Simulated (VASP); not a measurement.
Input of a VASP 6.6.1 run:

The input INCAR:

```
PREC = Accurate
ENCUT = 520
EDIFF = 1E-7
ISMEAR = -1
SIGMA = 0.05
LREAL = F
LASPH = T
NELM = 60
ALGO = Normal
ISIF = 2
LWAVE = F
LCHARG = F
GGA = CA
NBANDS = 17
```

Contents of KPOINTS:

```
Automatic mesh
0
Gamma
  8 8 8
```

The input POSCAR:

```
SnSe
1.0
    0.0000000000      3.0299343558      3.0299343558
    3.0299343558      0.0000000000      3.0299343558
    3.0299343558      3.0299343558      0.0000000000
Sn Se
1 1
Direct
    0.0000000000      0.0000000000      0.0000000000
    0.5000000000      0.5000000000      0.5000000000
```

Potentials or basis: VASP PAW LDA potentials, release 64 (Sn_d, Se).

Command:

```bash
$ cat potpaw_LDA.64/Sn_d/POTCAR potpaw_LDA.64/Se/POTCAR > POTCAR
$ mpirun -np 1 vasp_std > vasp.out
```

(1) Predict the pressure.

(2) What does it give for the band gap on the k mesh?

## Answers

(1) -4.2 GPa.

(2) 0.55 eV, direct.

Caveat: spin-orbit coupling is left out, which moves the levels of the heavy elements.
